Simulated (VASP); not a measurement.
# Sc3Al2 (P-6m2) in VASP: further runs

The runs below take Sc3Al2 through single point, with PBE.

Everything below comes from runs of VASP 6.6.1. Logs are shortened: lines on timing, memory, paths and dates and some standing lists are left out, and cuts for length are marked.

## Step 1: The cell of the first run

The structure is hexagonal, space group P-6m2 (No. 187). Conventional cell: a = 2.928 Å, b = 2.928 Å, c = 23.330 Å, α = 90.00°, β = 90.00°, γ = 120.00°. Sc (site symmetry -6m2) has 12 Sc at 2.88 to 2.93 Å within 3.8 Å. Sc (site symmetry -6m2) has 6 Al at 2.88 Å and 6 Sc at 2.93 Å within 3.8 Å. Sc (site symmetry 3m) has 6 Al at 2.88 Å and 6 Sc at 2.93 Å within 3.8 Å. Within 3.8 Å of Sc (site symmetry 3m) lie 9 Sc at 2.88 to 2.93 Å and 3 Al at 2.88 Å. Al (site symmetry 3m) has 6 Sc at 2.88 Å and 6 Al at 2.93 Å within 3.8 Å. Within 3.8 Å of Al (site symmetry 3m) lie 6 Sc at 2.88 Å and 6 Al at 2.93 Å.

## Step 2: Single point, PBE

Contents of INCAR:

```
ALGO = Normal
EDIFF = 1E-6
ENCUT = 520
GGA = PE
ISIF = 2
ISMEAR = 0
LASPH = T
LCHARG = T
LELF = T
LREAL = F
LVHAR = T
LWAVE = F
NBANDS = 50
NELM = 80
PREC = Accurate
SIGMA = 0.1
```

Contents of KPOINTS:

```
k-points
0
Gamma
  6 6 1
```

Contents of POSCAR:

```
Sc3Al2
1.0
    2.9279098300      0.0000000000      0.0000000000
   -1.4639549200      2.5356443000      0.0000000000
    0.0000000000      0.0000000000     23.3299295300
Sc Al
6 4
Direct
    0.3333333300      0.6666666700      0.5000000000
    0.6666666700      0.3333333300      0.0000000000
    0.6666666700      0.3333333300      0.2000000000
    0.6666666700      0.3333333300      0.4000000000
    0.6666666700      0.3333333300      0.6000000000
    0.6666666700      0.3333333300      0.8000000000
    0.3333333300      0.6666666700      0.9000000000
    0.3333333300      0.6666666700      0.1000000000
    0.3333333300      0.6666666700      0.3000000000
    0.3333333300      0.6666666700      0.7000000000
```

Potentials or basis: VASP PAW PBE potentials, release 64 (Sc_sv, Al).

Started as:

```sh
> cat potpaw_PBE.64/Sc_sv/POTCAR potpaw_PBE.64/Al/POTCAR > POTCAR
> mpirun -np 1 vasp_std > vasp.out
```

OUTCAR:

```text
EDIFF = 1E-6
   ENCUT = 520
   GGA = PE
   ISIF = 2
   ISMEAR = 0
   LASPH = T
   LREAL = F
   NELM = 80
   PREC = Accurate

 ion  position               nearest neighbor table
   1  0.333  0.667  0.500-   4 2.88   5 2.88   4 2.88   5 2.88   4 2.88   5 2.88
   2  0.667  0.333  0.000-   7 2.88   8 2.88   7 2.88   8 2.88   7 2.88   8 2.88
   3  0.667  0.333  0.200-   9 2.88   8 2.88   9 2.88   8 2.88   9 2.88   8 2.88
   4  0.667  0.333  0.400-   1 2.88   9 2.88   1 2.88   9 2.88   1 2.88   9 2.88
   5  0.667  0.333  0.600-   1 2.88  10 2.88   1 2.88  10 2.88   1 2.88  10 2.88
   6  0.667  0.333  0.800-  10 2.88   7 2.88  10 2.88   7 2.88  10 2.88   7 2.88
   7  0.333  0.667  0.900-   2 2.88   6 2.88   2 2.88   6 2.88   2 2.88   6 2.88
   8  0.333  0.667  0.100-   2 2.88   3 2.88   2 2.88   3 2.88   2 2.88   3 2.88
   9  0.333  0.667  0.300-   3 2.88   4 2.88   3 2.88   4 2.88   3 2.88   4 2.88
  10  0.333  0.667  0.700-   6 2.88   5 2.88   6 2.88   5 2.88   6 2.88   5 2.88

  LATTYP: Found a hexagonal cell.
 ALAT       =     2.9279098300
 C/A-ratio  =     7.9681174915

  Lattice vectors:

 A1 = (   2.9279098300,   0.0000000000,   0.0000000000)
 A2 = (  -1.4639549200,   2.5356443000,   0.0000000000)
 A3 = (   0.0000000000,   0.0000000000,  23.3299295300)

Analysis of symmetry for initial positions (statically):
=====================================================================
 Subroutine PRICEL returns:
 Original cell was already a primitive cell.

 Routine SETGRP: Setting up the symmetry group for a
 hexagonal supercell.

 Subroutine GETGRP returns: Found 12 space group operations
 (whereof 12 operations were pure point group operations)
 out of a pool of 24 trial point group operations.

The static configuration has the point symmetry D_3h.

Analysis of symmetry for dynamics (positions and initial velocities):
=====================================================================
 Subroutine PRICEL returns:
 Original cell was already a primitive cell.

 Routine SETGRP: Setting up the symmetry group for a
 hexagonal supercell.

 Subroutine GETGRP returns: Found 12 space group operations
 (whereof 12 operations were pure point group operations)
 out of a pool of 24 trial point group operations.

The dynamic configuration has the point symmetry D_3h.

 Subroutine INISYM returns: Found 12 space group operations
 (whereof 12 operations are pure point group operations),
 and found     1 'primitive' translations

[... 99 lines left out ...]
   ISYM   =      2    0-nonsym 1-usesym 2-fastsym
   POTIM  = 0.5000    time-step for ionic-motion
   TEBEG  =    0.0;   TEEND  =   0.0 temperature during run
   PSTRESS=    0.0 pullay stress
   NELECT =      78.0000    total number of electrons
   NUPDOWN=      -1.0000    fix difference up-down
   EMIN   =  10.00;   EMAX   =-10.00  energy-range for DOS
   EFERMI =   0.00;   METHOD = LEGACY
   ISMEAR =     0;   SIGMA  =   0.10  broadening in eV -4-tet -1-fermi 0-gaus
   EFERMI_NEDOS =   21; number of points for ismear=-14 and -15
   IALGO  =     38    algorithm
   IMIX   =      4    mixing-type and parameters
     AMIX     =   0.40;   BMIX     =  1.00
     AMIX_MAG =   1.60;   BMIX_MAG =  1.00
  volume/ion in A,a.u.               =      17.32       116.88
  Fermi-wavevector in a.u.,A,eV,Ry     =   1.254835  2.371294 21.423874  1.574610
  Thomas-Fermi vector in A             =   2.388621
   LORBIT       =      0    0 simple, 1 ext, 2 COOP (PROOUT), +10 PAW based schemes
   GGA     = PE    functional components
   LHFCALC =     F    Hartree Fock is set to
   AEXX    =    0.0000 exact exchange contribution
   IVDW    =     0    specifies the selected vdW correction
   LEPSILON=     F    determine dielectric tensor
   LRPA    =     F    only Hartree local field effects (RPA)
 non-spin polarized calculation
 Gauss-broadening in eV      SIGMA  =   0.10
  energy-cutoff  :      520.00
  volume of cell :      173.20
 maximum number of plane-waves:      4743
 NGX is ok and might be reduce to    24
   NGX = 11   NGY = 11   NGZ = 87

 number of electron      77.9999987 magnetization

 Free energy of the ion-electron system (eV)
  ---------------------------------------------------
  ext. energy  EPLUGINS =         0.00000000
  ---------------------------------------------------
  free energy    TOTEN  =       -51.64812856 eV

  energy without entropy =      -51.57906769  energy(sigma->0) =      -51.61359812

 E-fermi :   6.4515     XC(G=0): -10.8408

 val. band max:        6.4339979342   @ k =   0.3333   0.0000   0.0000
 cond. band min:       6.4666033244   @ k =   0.3333   0.3333   0.0000
 fundamental gap:      0.0326053903
 Fermi energy:         6.4515278762

 k-point     1 :       0.0000    0.0000    0.0000
  band No.  band energies     occupation
      1     -42.2778      2.00000
      2     -42.2778      2.00000
      3     -42.2552      2.00000
      4     -42.2441      2.00000
      5     -42.2041      2.00000
      6     -42.0238      2.00000
[... 360 lines left out ...]
     49       6.9456      0.00000
     50       7.3610      0.00000

------------------------ aborting loop because EDIFF is reached ----------------------------------------

  FORCE on cell =-STRESS in cart. coord.  units (eV):
  Direction    XX          YY          ZZ          XY          YZ          ZX
  --------------------------------------------------------------------------------------
  -------------------------------------------------------------------------------------
  Total       19.9801827     19.9801828     19.9193403     -0.0000000      0.0000000      0.0000000
  in kB      184.8206875    184.8206885    184.2578835     -0.0000004      0.0000000      0.0000000
  external PRESSURE =     184.6330865 kB  Pullay stress =       0.0000000 kB

 VOLUME and BASIS-vectors are now :
 -----------------------------------------------------------------------------
  energy-cutoff  :      520.00
  volume of cell :      173.20
      direct lattice vectors                 reciprocal lattice vectors
     2.927909830  0.000000000  0.000000000     0.341540573  0.197188542  0.000000000
    -1.463954920  2.535644300  0.000000000     0.000000000  0.394377082  0.000000000
     0.000000000  0.000000000 23.329929530     0.000000000  0.000000000  0.042863396

 POSITION                                       TOTAL-FORCE (eV/Angst)
 -----------------------------------------------------------------------------------
     -0.00000      1.69043     11.66496        -0.000000      0.000000      0.000000
      1.46395      0.84521      0.00000         0.000000     -0.000000      0.000000
      1.46395      0.84521      4.66599         0.000000     -0.000000     -0.137929
      1.46395      0.84521      9.33197         0.000000     -0.000000     -0.812116
      1.46395      0.84521     13.99796        -0.000000     -0.000000      0.812116
      1.46395      0.84521     18.66394         0.000000     -0.000000      0.137929
     -0.00000      1.69043     20.99694        -0.000000      0.000000     -0.032120
     -0.00000      1.69043      2.33299        -0.000000      0.000000      0.032120
     -0.00000      1.69043      6.99898        -0.000000      0.000000     -0.022484
     -0.00000      1.69043     16.33095        -0.000000      0.000000      0.022484
 -----------------------------------------------------------------------------------
    total drift:                               -0.000063      0.000036      0.000000

  FREE ENERGIE OF THE ION-ELECTRON SYSTEM (eV)
  ---------------------------------------------------
  free  energy   TOTEN  =       -51.6481285584 eV

  energy  without entropy=      -51.5790676878  energy(sigma->0) =      -51.61359812
```

stdout:

```text
POSCAR found type information on POSCAR ScAl
 POSCAR found :  2 types and      10 ions
 scaLAPACK will be used
 LDA part: xc-table for (Slater+PW92), standard interpolation
 POSCAR, INCAR and KPOINTS ok, starting setup
 FFT: planning ... GRIDC
 FFT: planning ... GRID_SOFT
 FFT: planning ... GRID
 WAVECAR not read
 entering main loop
```

Run time: 1.9 min. Hardware: 1 thread of Intel Xeon Platinum 8375C at 2.90GHz (Ice Lake), shared host; peak memory 0.33 GiB.

Results:

```
Free energy            : -51.6481 eV
Pressure               : 18.5 GPa
Largest force          : 0.812 eV/Å
Band gap on the k mesh : zero (bands 39 and 40 overlap by 1.67 eV)
```

Forces in eV/Å, atoms in the order of the input:
```
Sc   0.000  0.000  0.000
Sc   0.000  0.000  0.000
Sc   0.000  0.000 -0.138
Sc   0.000  0.000 -0.812
Sc   0.000  0.000  0.812
Sc   0.000  0.000  0.138
Al   0.000  0.000 -0.032
Al   0.000  0.000  0.032
Al   0.000  0.000 -0.022
Al   0.000  0.000  0.022
```

Caveat: the k points lie up to 0.41 Å⁻¹ apart, too coarse for converged energies and pressures of a metal.

## Step 3: Single point, PBE

This run uses another cell than the first one, of 21.62 Å³/atom.

Contents of INCAR:

```
SYSTEM = Sc3Al2
PREC = Accurate ; ENCUT = 520
EDIFF = 1E-6 ; ISMEAR = 0
SIGMA = 0.1 ; LREAL = .FALSE.
LASPH = .TRUE. ; NELM = 80
ALGO = Normal ; ISIF = 2
LWAVE = .FALSE. ; LCHARG = .FALSE.
GGA = PE ; NBANDS = 50
```

Contents of KPOINTS:

```
regular mesh
0
G
  6 6 1
  0 0 0
```

Contents of POSCAR:

```
Sc3Al2
1.0
    3.2186148666      0.0000000032      0.0000000000
   -1.6093074360      2.7874022379      0.0000000000
    0.0000000000      0.0000000000     24.0944381707
Sc Al
6 4
Direct
    0.3333333333      0.6666666667      0.5000000000
    0.6666666667      0.3333333333      0.0000000000
    0.6666666667      0.3333333333      0.1944956537
    0.6666666667      0.3333333333      0.3902866739
    0.6666666667      0.3333333333      0.6097133261
    0.6666666667      0.3333333333      0.8055043463
    0.3333333333      0.6666666667      0.9026827498
    0.3333333333      0.6666666667      0.0973172502
    0.3333333333      0.6666666667      0.2920070876
    0.3333333333      0.6666666667      0.7079929124
```

Potentials or basis: VASP PAW PBE potentials, release 64 (Sc_sv, Al).

Started as:

```sh
> cat potpaw_PBE.64/Sc_sv/POTCAR potpaw_PBE.64/Al/POTCAR > POTCAR
> mpirun -np 1 vasp_std > vasp.out
```

It took 1.9 min on 1 thread of Intel Xeon Platinum 8375C at 2.90GHz (Ice Lake), shared host; peak memory 0.32 GiB.

It converged, with:

```yaml
Free_energy: -53.9779 eV
Pressure: 0.2 GPa
Largest_force: 0.011 eV/Å
Band_gap_on_the_k_mesh: zero (bands 39 and 40 overlap by 1.32 eV)
```

Forces in eV/Å, atoms in the order of the input:
```
Sc   0.000  0.000  0.000
Sc   0.000  0.000  0.000
Sc   0.000  0.000  0.000
Sc   0.000  0.000  0.000
Sc   0.000  0.000  0.000
Sc   0.000  0.000  0.000
Al   0.000  0.000  0.006
Al   0.000  0.000 -0.006
Al   0.000  0.000  0.011
Al   0.000  0.000 -0.011
```

Levels at points of the mesh, in eV from the Fermi level:
| k point | band 35 | band 36 | band 37 | band 38 | band 39 | band 40 | band 41 | band 42 | band 43 | band 44 |
| --- | --- | --- | --- | --- | --- | --- | --- | --- | --- | --- |
| (0.00, 0.00, 0.00) | -0.67 | -0.05 | 0.31 | 0.70 | 0.75 | 1.34 | 1.66 | 1.67 | 1.68 | 1.70 |
| (0.50, 0.00, 0.00) | -1.25 | -0.83 | -0.82 | -0.50 | -0.48 | -0.28 | -0.19 | -0.05 | -0.05 | 0.14 |

Caveat: the k points lie up to 0.38 Å⁻¹ apart, too coarse for converged energies and pressures of a metal.

## Step 4: Single point, PBE, collinear spin

This run uses another cell than the first one, of 21.62 Å³/atom.

Contents of INCAR:

```
PREC = Accurate ; ENCUT = 520
EDIFF = 1E-7 ; ISMEAR = 0
SIGMA = 0.1 ; LREAL = F
LASPH = T ; NELM = 150
ALGO = Normal ; ISIF = 2
LWAVE = F ; LCHARG = F
ISPIN = 2 ; MAGMOM = 1 1 1 1 1 1 0 0 0 0
LORBIT = 11 ; LMAXMIX = 4
GGA = PE ; NBANDS = 54
```

Contents of KPOINTS:

```
Automatic mesh
0
Gamma
  6 6 1
```

Changes to POSCAR since step 3:

```diff
@@ -2,4 +2,4 @@
 1.0
-    3.2186148666      0.0000000032      0.0000000000
-   -1.6093074360      2.7874022379      0.0000000000
+    3.2186148666      0.0000000000      0.0000000000
+   -1.6093074333      2.7874022395      0.0000000000
     0.0000000000      0.0000000000     24.0944381707
```

Potentials or basis: VASP PAW PBE potentials, release 64 (Sc_sv, Al).

Started as:

```sh
> cat potpaw_PBE.64/Sc_sv/POTCAR potpaw_PBE.64/Al/POTCAR > POTCAR
> mpirun -np 1 vasp_std > vasp.out
```

OUTCAR:

```text
PREC = Accurate
   ENCUT = 520
   EDIFF = 1E-7
   ISMEAR = 0
   LREAL = F
   LASPH = T
   NELM = 150
   ISIF = 2
   ISPIN = 2
   LORBIT = 11
   GGA = PE

 ion  position               nearest neighbor table
   1  0.333  0.667  0.500-   4 3.23   5 3.23   4 3.23   5 3.23   4 3.23   5 3.23
   2  0.667  0.333  0.000-   7 2.99   8 2.99   7 2.99   8 2.99   7 2.99   8 2.99
   3  0.667  0.333  0.194-   8 2.99   8 2.99   8 2.99   9 3.00   9 3.00   9 3.00
   4  0.667  0.333  0.390-   9 3.01   9 3.01   9 3.01   1 3.23   1 3.23   1 3.23
   5  0.667  0.333  0.610-  10 3.01  10 3.01  10 3.01   1 3.23   1 3.23   1 3.23
   6  0.667  0.333  0.806-   7 2.99   7 2.99   7 2.99  10 3.00  10 3.00  10 3.00
   7  0.333  0.667  0.903-   6 2.99   6 2.99   6 2.99   2 2.99   2 2.99   2 2.99
   8  0.333  0.667  0.097-   3 2.99   3 2.99   3 2.99   2 2.99   2 2.99   2 2.99
   9  0.333  0.667  0.292-   3 3.00   3 3.00   3 3.00   4 3.01   4 3.01   4 3.01
  10  0.333  0.667  0.708-   6 3.00   6 3.00   6 3.00   5 3.01   5 3.01   5 3.01

  LATTYP: Found a hexagonal cell.
 ALAT       =     3.2186148666
 C/A-ratio  =     7.4859649785

  Lattice vectors:

 A1 = (   3.2186148666,   0.0000000000,   0.0000000000)
 A2 = (  -1.6093074333,   2.7874022395,   0.0000000000)
 A3 = (   0.0000000000,   0.0000000000,  24.0944381707)

[... 972 lines left out ...]
    -1.609307433  2.787402239  0.000000000     0.000000000  0.358756977  0.000000000
     0.000000000  0.000000000 24.094438171     0.000000000  0.000000000  0.041503354

 POSITION                                       TOTAL-FORCE (eV/Angst)
 -----------------------------------------------------------------------------------
     -0.00000      1.85827     12.04722        -0.000000      0.000000      0.000000
      1.60931      0.92913      0.00000         0.000000     -0.000000      0.000000
      1.60931      0.92913      4.68626         0.000000     -0.000000     -0.013404
      1.60931      0.92913      9.40374         0.000000      0.000000      0.005791
      1.60931      0.92913     14.69070         0.000000      0.000000     -0.005791
      1.60931      0.92913     19.40817         0.000000     -0.000000      0.013404
     -0.00000      1.85827     21.74963        -0.000000     -0.000000     -0.010985
     -0.00000      1.85827      2.34480        -0.000000     -0.000000      0.010985
     -0.00000      1.85827      7.03575         0.000000     -0.000000      0.048609
     -0.00000      1.85827     17.05869        -0.000000     -0.000000     -0.048609
 -----------------------------------------------------------------------------------
    total drift:                               -0.000001      0.000001      0.000000

  FREE ENERGIE OF THE ION-ELECTRON SYSTEM (eV)
  ---------------------------------------------------
  free  energy   TOTEN  =       -54.0409443027 eV

  energy  without entropy=      -53.9881343599  energy(sigma->0) =      -54.01453933

 total charge

# of ion       s       p       d       tot
------------------------------------------
    1        2.282   6.107   1.036   9.424
    2        2.236   6.142   1.039   9.417
    3        2.237   6.142   1.035   9.415
    4        2.260   6.130   1.011   9.401
    5        2.260   6.130   1.011   9.401
    6        2.237   6.142   1.035   9.415
    7        0.450   0.330   0.000   0.780
    8        0.450   0.330   0.000   0.780
    9        0.450   0.326   0.000   0.776
   10        0.450   0.326   0.000   0.776
--------------------------------------------------
tot         15.313  38.105   6.168  59.586

 magnetization (x)

# of ion       s       p       d       tot
------------------------------------------
    1        0.003   0.045   0.193   0.241
    2        0.011   0.032   0.281   0.324
    3        0.009   0.030   0.233   0.272
    4        0.003   0.014   0.082   0.099
    5        0.003   0.014   0.082   0.099
    6        0.009   0.030   0.233   0.272
    7       -0.002   0.004   0.000   0.002
    8       -0.002   0.004   0.000   0.002
    9       -0.001   0.006   0.000   0.006
   10       -0.001   0.006   0.000   0.006
--------------------------------------------------
tot          0.032   0.188   1.104   1.323
```

stdout:

```text
POSCAR found type information on POSCAR ScAl
 POSCAR found :  2 types and      10 ions
 scaLAPACK will be used
 LDA part: xc-table for (Slater+PW92), standard interpolation
 POSCAR, INCAR and KPOINTS ok, starting setup
 FFT: planning ... GRIDC
 FFT: planning ... GRID_SOFT
 FFT: planning ... GRID
 WAVECAR not read
 entering main loop
```

It took 7.7 min on 1 thread of Intel Xeon Platinum 8375C at 2.90GHz (Ice Lake), shared host; peak memory 0.44 GiB.

Results:

```
Free energy                                           : -54.0409 eV
Pressure                                              : 0.3 GPa
Largest force                                         : 0.049 eV/Å
Net moment                                            : 2.48 μB per cell
Site moments                                          : Sc +0.24, +0.32, +0.27, +0.10 (each value once); Al +0.00, +0.01 (each value once) μB
Valence electrons inside the program's atomic spheres : Sc 9.42, 9.41, 9.40 (each value once); Al 0.78
```

Forces in eV/Å, atoms in the order of the input:
```
Sc   0.000  0.000  0.000
Sc   0.000  0.000  0.000
Sc   0.000  0.000 -0.013
Sc   0.000  0.000  0.006
Sc   0.000  0.000 -0.006
Sc   0.000  0.000  0.013
Al   0.000  0.000 -0.011
Al   0.000  0.000  0.011
Al   0.000  0.000  0.049
Al   0.000  0.000 -0.049
```

Stress tensor (GPa, compression positive):
```
0.01 0.00 0.00
0.00 0.01 0.00
0.00 0.00 0.77
```

Caveat: the k points lie up to 0.38 Å⁻¹ apart; a moment this small can come from the mesh or the smearing.

## Step 5: The runs side by side

| spin | cell | gap on the mesh (eV) | pressure (GPa) | largest force (eV/Å) |
| --- | --- | --- | --- | --- |
| off | a = 2.928, b = 2.928, c = 23.330 Å, angles 90.0, 90.0, 120.0°, 10 atoms, atomic positions A | none | 18.5 | 0.81 |
| off | a = 3.219, b = 3.219, c = 24.094 Å, angles 90.0, 90.0, 120.0°, 10 atoms, atomic positions B | none | 0.2 | 0.01 |
| collinear | a = 3.219, b = 3.219, c = 24.094 Å, angles 90.0, 90.0, 120.0°, 10 atoms, atomic positions B | none | 0.3 | 0.05 |

Alike in all rows: task single point; level PBE; potentials or basis VASP PAW PBE potentials, release 64 (Sc_sv, Al); k mesh 6 × 6 × 1; cutoff (eV) 520; smearing gaussian 0.1 eV.

Caveats: all runs use coarse meshes; a moment this small can come from the mesh or the smearing (at least some runs).

Absolute energies hang on the potentials; compare differences alone.

The gap in the log of VASP goes by the Fermi energy; the results here count the filled bands.